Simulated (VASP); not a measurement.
# Ru16C (a cell with a defect) in VASP: single point with PBE

Aim: the single point of Ru16C (a cell with a defect) with PBE.

All numbers are computed with VASP 6.6.1; they aren't measurements. Logs are shortened: lines on timing, memory, paths and dates and some standing lists are left out, and cuts for length are marked.

### Step 1. The cell of the first run

The cell holds a defect, 17 atoms: a = 5.445 Å, b = 5.445 Å, c = 8.574 Å, α = 90.00°, β = 90.00°, γ = 120.00°.

### Step 2. Single point, PBE

INCAR reads:

```
PREC = Accurate
ENCUT = 520
EDIFF = 1E-6
ISMEAR = 1
SIGMA = 0.1
LREAL = Auto
LASPH = T
NELM = 60
ALGO = Normal
ISIF = 2
LWAVE = F
LCHARG = T
GGA = PE
LELF = T
LVHAR = T
NBANDS = 128
```

KPOINTS reads:

```
regular mesh
0
Gamma
  4 4 2
```

POSCAR reads:

```
Ru16C
1.0
    5.4453429800      0.0000000600      0.0000000000
   -2.7226715400      4.7158053200      0.0000000000
    0.0000000000      0.0000000000      8.5740128100
Ru C
16 1
Direct
    0.1677177389      0.3348603012      0.1221079351
    0.3224212340      0.1475474354      0.3698771008
    0.1460452013      0.3239701149      0.6301023943
    0.3331579789      0.1691344163      0.8778308555
    0.1652830001      0.8336802992      0.1163023688
    0.3223604964      0.6767325545      0.3698928460
    0.1653164482      0.8335573085      0.6332093409
    0.3331232940      0.6659123452      0.8778419355
    0.6642631305      0.3345065907      0.1220843756
    0.8322672773      0.1670079438      0.3667079896
    0.6750886830      0.3238350305      0.6300315989
    0.8323047555      0.1669341494      0.8836307069
    0.6643284798      0.8314893627      0.1220960387
    0.8513807387      0.6765932290      0.3698155193
    0.6751135720      0.8530757074      0.6300793012
    0.8297573471      0.6657609331      0.8778256071
    0.4987661911      0.5003387142      0.4999893393
```

Potentials or basis: VASP PAW PBE potentials, release 64 (Ru_pv, C).

Command:

```console
> cat potpaw_PBE.64/Ru_pv/POTCAR potpaw_PBE.64/C/POTCAR > POTCAR
> mpirun -np 1 vasp_std > vasp.out
```

OUTCAR:

```text
PREC = Accurate
   ENCUT = 520
   EDIFF = 1E-6
   ISMEAR = 1
   LREAL = Auto
   LASPH = T
   NELM = 60
   ISIF = 2
   GGA = PE

 ion  position               nearest neighbor table
   1  0.168  0.335  0.122-  12 2.59   8 2.61   4 2.61  10 2.63   6 2.67   2 2.67  13 2.70   9 2.70
                             5 2.72   5 2.72   9 2.74  13 2.74
   2  0.322  0.148  0.370-  17 2.00   6 2.56  14 2.56   5 2.63   9 2.67   1 2.67   7 2.70  10 2.72
                            10 2.72  11 2.78   3 2.78  14 2.88   6 2.88
   3  0.146  0.324  0.630-  17 2.00  11 2.56  15 2.56  12 2.63   4 2.67   8 2.67  10 2.70   7 2.72
                             7 2.72   6 2.78   2 2.78  15 2.88  11 2.88
   4  0.333  0.169  0.878-   5 2.59   9 2.61   1 2.61   7 2.63   3 2.67  11 2.67  16 2.70   8 2.71
                            12 2.72  12 2.72   8 2.74  16 2.74
   5  0.165  0.834  0.116-   4 2.59  16 2.59   8 2.59  14 2.63   2 2.63   6 2.63  13 2.72   9 2.72
                             1 2.72   1 2.72   9 2.72  13 2.72
   6  0.322  0.677  0.370-  17 2.00   2 2.56  14 2.56   5 2.63   1 2.67  13 2.67   7 2.70  10 2.72
                            10 2.72  15 2.78   3 2.78  14 2.88   2 2.88
   7  0.165  0.834  0.633-   8 2.63  16 2.63   4 2.63   6 2.70   2 2.70  14 2.70   3 2.72  15 2.72
                            11 2.72  11 2.72  15 2.72   3 2.72
   8  0.333  0.666  0.878-   5 2.59   1 2.61  13 2.61   7 2.63   3 2.67  15 2.67  16 2.70   4 2.71
                            12 2.72  12 2.72   4 2.74  16 2.74
   9  0.664  0.335  0.122-  12 2.59   4 2.61  16 2.61  10 2.63   2 2.67  14 2.67   1 2.70  13 2.71
                             5 2.72   5 2.72  13 2.74   1 2.74
  10  0.832  0.167  0.367-   1 2.63  13 2.63   9 2.63   3 2.70  11 2.70  15 2.70   2 2.72   6 2.72
                            14 2.72  14 2.72   6 2.72   2 2.72
  11  0.675  0.324  0.630-  17 2.00  15 2.56   3 2.56  12 2.63  16 2.67   4 2.67  10 2.70   7 2.72
                             7 2.72   2 2.78  14 2.78   3 2.88  15 2.88
  12  0.832  0.167  0.884-   1 2.59  13 2.59   9 2.59   3 2.63  15 2.63  11 2.63   4 2.72   8 2.72
                            16 2.72   8 2.72  16 2.72   4 2.72
  13  0.664  0.831  0.122-  12 2.59  16 2.61   8 2.61  10 2.63  14 2.67   6 2.67   1 2.70   9 2.71
                             5 2.72   5 2.72   9 2.74   1 2.74
  14  0.851  0.677  0.370-  17 2.00   6 2.56   2 2.56   5 2.63  13 2.67   9 2.67   7 2.70  10 2.72
                            10 2.72  11 2.78  15 2.78   2 2.88   6 2.88
  15  0.675  0.853  0.630-  17 2.00  11 2.56   3 2.56  12 2.63  16 2.67   8 2.67  10 2.70   7 2.72
                             7 2.72   6 2.78  14 2.78   3 2.88  11 2.88
  16  0.830  0.666  0.878-   5 2.59  13 2.61   9 2.61   7 2.63  15 2.67  11 2.67   4 2.70   8 2.70
                            12 2.72  12 2.72   8 2.74   4 2.74
  17  0.499  0.500  0.500-  14 2.00  15 2.00   3 2.00  11 2.00   6 2.00   2 2.00

  LATTYP: Found a hexagonal cell.
 ALAT       =     5.4453429800
 C/A-ratio  =     1.5745588187

  Lattice vectors:

 A1 = (   5.4453429800,   0.0000000600,   0.0000000000)
 A2 = (  -2.7226715400,   4.7158053200,   0.0000000000)
 A3 = (   0.0000000000,   0.0000000000,   8.5740128100)

Analysis of symmetry for initial positions (statically):
=====================================================================
 Subroutine PRICEL returns:
 Original cell was already a primitive cell.

 Routine SETGRP: Setting up the symmetry group for a
 hexagonal supercell.

 Subroutine GETGRP returns: Found  1 space group operations
 (whereof  1 operations were pure point group operations)
 out of a pool of 24 trial point group operations.

The static configuration has the point symmetry C_1 .

Analysis of symmetry for dynamics (positions and initial velocities):
=====================================================================
 Subroutine PRICEL returns:
 Original cell was already a primitive cell.

 Routine SETGRP: Setting up the symmetry group for a
 hexagonal supercell.

 Subroutine GETGRP returns: Found  1 space group operations
 (whereof  1 operations were pure point group operations)
 out of a pool of 24 trial point group operations.

The dynamic configuration has the point symmetry C_1 .

 Subroutine INISYM returns: Found  1 space group operations
 (whereof  1 operations are pure point group operations),
 and found     1 'primitive' translations

----------------------------------------------------------------------------------------

[... 52 lines left out ...]

 KPOINTS: regular mesh

Automatic generation of k-mesh.
 Grid dimensions read from file:
 generate k-points for:    4    4    2

 Generating k-lattice:

  Cartesian coordinates                     Fractional coordinates (reciprocal lattice)
     0.045910790  0.026506608  0.000000000     0.250000000  0.000000000  0.000000000
    -0.000000001  0.053013214  0.000000000     0.000000000  0.250000000  0.000000000
     0.000000000  0.000000000  0.058315751     0.000000000  0.000000000  0.500000000

  Length of vectors
     0.053013214  0.053013214  0.058315751

  Shift w.r.t. Gamma in fractional coordinates (k-lattice)
     0.000000000  0.000000000  0.000000000

 Subroutine IBZKPT returns following result:
 ===========================================

 Found     20 irreducible k-points:

 Following reciprocal coordinates:
            Coordinates               Weight
  0.000000  0.000000  0.000000      1.000000
  0.250000  0.000000  0.000000      2.000000
 -0.000000  0.250000  0.000000      2.000000
 -0.250000  0.250000  0.000000      2.000000
  0.500000  0.000000  0.000000      1.000000
 -0.000000  0.500000  0.000000      1.000000
[... 12 lines left out ...]
 -0.250000  0.500000  0.500000      2.000000
  0.500000  0.250000  0.500000      2.000000
   k-points           NKPTS =     20   k-points in BZ     NKDIM =     20   number of bands    NBANDS=    128
   number of dos      NEDOS =    301   number of ions     NIONS =     17
   total plane-waves  NPLWV = 102400
   dimension x,y,z NGX =    40 NGY =   40 NGZ =   64
   dimension x,y,z NGXF=    80 NGYF=   80 NGZF=  128
   ions per type =              16   1
   NGX,Y,Z   is equivalent  to a cutoff of  12.21, 12.21, 12.41 a.u.
   NGXF,Y,Z  is equivalent  to a cutoff of  24.42, 24.42, 24.82 a.u.
 SYSTEM =  unknown system
   PREC   = accura    normal or accurate (medium, high low for compatibility)
   ISTART =      0    job   : 0-new  1-cont  2-samecut
   ICHARG =      2    charge: 1-file 2-atom 10-const
   ISPIN  =      1    spin polarized calculation?
   LNONCOLLINEAR =      F non collinear calculations
   LSORBIT =      F    spin-orbit coupling
   LASPH  =      T    aspherical Exc in radial PAW
   ENCUT  =  520.0 eV  38.22 Ry    6.18 a.u.  10.12 10.12 15.94*2*pi/ulx,y,z
   NELM   =     60;   NELMIN=  2; NELMDL= -5     # of ELM steps
   EDIFF  = 0.1E-05   stopping-criterion for ELM
   LREAL  =      T    real-space projection
   EDIFFG = 0.1E-04   stopping-criterion for IOM
   NSW    =      0    number of steps for IOM
   IBRION =     -1    ionic relax: 0-MD 1-quasi-New 2-CG
   NFREE  =      0    steps in history (QN), initial steepest desc. (CG)
   ISIF   =      2    stress and relaxation
   ISYM   =      2    0-nonsym 1-usesym 2-fastsym
   POTIM  = 0.5000    time-step for ionic-motion
   TEBEG  =    0.0;   TEEND  =   0.0 temperature during run
   PSTRESS=    0.0 pullay stress
   NELECT =     228.0000    total number of electrons
   NUPDOWN=      -1.0000    fix difference up-down
   EMIN   =  10.00;   EMAX   =-10.00  energy-range for DOS
   EFERMI =   0.00;   METHOD = LEGACY
   ISMEAR =     1;   SIGMA  =   0.10  broadening in eV -4-tet -1-fermi 0-gaus
   EFERMI_NEDOS =   21; number of points for ismear=-14 and -15
   IALGO  =     38    algorithm
   IMIX   =      4    mixing-type and parameters
     AMIX     =   0.40;   BMIX     =  1.00
     AMIX_MAG =   1.60;   BMIX_MAG =  1.00
  volume/ion in A,a.u.               =      12.95        87.40
  Fermi-wavevector in a.u.,A,eV,Ry     =   1.656271  3.129898 37.323954  2.743233
  Thomas-Fermi vector in A             =   2.744224
   LORBIT       =      0    0 simple, 1 ext, 2 COOP (PROOUT), +10 PAW based schemes
   GGA     = PE    functional components
   LHFCALC =     F    Hartree Fock is set to
   AEXX    =    0.0000 exact exchange contribution
   IVDW    =     0    specifies the selected vdW correction
   LEPSILON=     F    determine dielectric tensor
   LRPA    =     F    only Hartree local field effects (RPA)
 non-spin polarized calculation
 Methfessel and Paxton  Order N= 1 SIGMA  =   0.10
  energy-cutoff  :      520.00
  volume of cell :      220.17
 maximum number of plane-waves:      5996
   NGX = 21   NGY = 21   NGZ = 31

 number of electron     228.0000005 magnetization

 Free energy of the ion-electron system (eV)
  ---------------------------------------------------
  ext. energy  EPLUGINS =         0.00000000
  ---------------------------------------------------
  free energy    TOTEN  =      -155.08142002 eV

  energy without entropy =     -155.08800838  energy(sigma->0) =     -155.08361614

 E-fermi :  13.1460     XC(G=0): -14.1699

 val. band max:       13.1297862481   @ k =   0.0000   0.0000   0.5000
 cond. band min:      13.1589062043   @ k =   0.2500   0.0000   0.0000
 fundamental gap:      0.0291199563
 Fermi energy:        13.1460335028

 k-point     1 :       0.0000    0.0000    0.0000
  band No.  band energies     occupation
      1     -30.8755      2.00000
      2     -30.7540      2.00000
      3     -30.6410      2.00000
      4     -30.5812      2.00000
      5     -30.5811      2.00000
      6     -30.5398      2.00000
[... 2569 lines left out ...]
    125      13.8792     -0.00000
    126      14.0355     -0.00000
 [bands above 126 left out]

------------------------ aborting loop because EDIFF is reached ----------------------------------------

  FORCE on cell =-STRESS in cart. coord.  units (eV):
  Direction    XX          YY          ZZ          XY          YZ          ZX
  --------------------------------------------------------------------------------------
  -------------------------------------------------------------------------------------
  Total       13.8269568     13.8406064     21.1422391     -0.0067522     -0.0031788     -0.0020205
  in kB      100.6171360    100.7164624    153.8495834     -0.0491352     -0.0231315     -0.0147028
  external PRESSURE =     118.3943940 kB  Pullay stress =       0.0000000 kB

 VOLUME and BASIS-vectors are now :
 -----------------------------------------------------------------------------
  energy-cutoff  :      520.00
  volume of cell :      220.17
      direct lattice vectors                 reciprocal lattice vectors
     5.445342980  0.000000060  0.000000000     0.183643160  0.106026431  0.000000000
    -2.722671540  4.715805320  0.000000000    -0.000000002  0.212052858  0.000000000
     0.000000000  0.000000000  8.574012810     0.000000000  0.000000000  0.116631503

 POSITION                                       TOTAL-FORCE (eV/Angst)
 -----------------------------------------------------------------------------------
      0.00157      1.57914      1.04695         0.002447     -0.004203      0.008812
      1.35397      0.69581      3.17133        -0.004158     -0.010871     -0.015452
     -0.08680      1.52778      5.40251        -0.010303     -0.007912      0.010690
      1.35366      0.79761      7.52653         0.003236      0.001626     -0.009718
     -1.36981      3.93147      0.99718         0.009070     -0.004057      0.005812
     -0.08716      3.19134      3.17147        -0.007006      0.002660     -0.019696
[... 9 lines left out ...]
      2.70567      3.13960      7.52649         0.003180      0.000717     -0.007655
      1.35369      2.35950      4.28692         0.002552     -0.003897     -0.001750
 -----------------------------------------------------------------------------------
    total drift:                               -0.000366     -0.000990      0.001342

  FREE ENERGIE OF THE ION-ELECTRON SYSTEM (eV)
  ---------------------------------------------------
  free  energy   TOTEN  =      -155.0814200195 eV

  energy  without entropy=     -155.0880083778  energy(sigma->0) =     -155.08361614
```

Wall time 15 min (1 thread of Intel Xeon Platinum 8559C (Emerald Rapids), shared host); peak memory 0.52 GiB.

Results:

```yaml
Free_energy: -155.0814 eV
Pressure: 11.8 GPa
Largest_force: 0.026 eV/Å
Band_gap_on_the_k_mesh: zero (bands 114 and 115 overlap by 1.07 eV)
```

Forces on the atoms (eV/Å):
```
Ru   0.002 -0.004  0.009
Ru  -0.004 -0.011 -0.015
Ru  -0.010 -0.008  0.011
Ru   0.003  0.002 -0.010
Ru   0.009 -0.004  0.006
Ru  -0.007  0.003 -0.020
Ru  -0.001  0.004 -0.001
Ru   0.004  0.001 -0.007
Ru  -0.002  0.012  0.007
Ru  -0.010 -0.003  0.003
Ru   0.011 -0.003  0.023
Ru  -0.020  0.002 -0.008
Ru   0.000 -0.006  0.008
Ru   0.015  0.011 -0.013
Ru   0.004  0.008  0.015
Ru   0.003  0.001 -0.008
C    0.003 -0.004 -0.002
```

Stress tensor (GPa, compression positive):
```
10.06  0.00  0.00
 0.00 10.07  0.00
 0.00  0.00 15.38
```

Caveat: the k points lie up to 0.37 Å⁻¹ apart, too coarse for converged energies and pressures of a metal.

The gap in the log of VASP goes by the Fermi energy; the results here count the filled bands.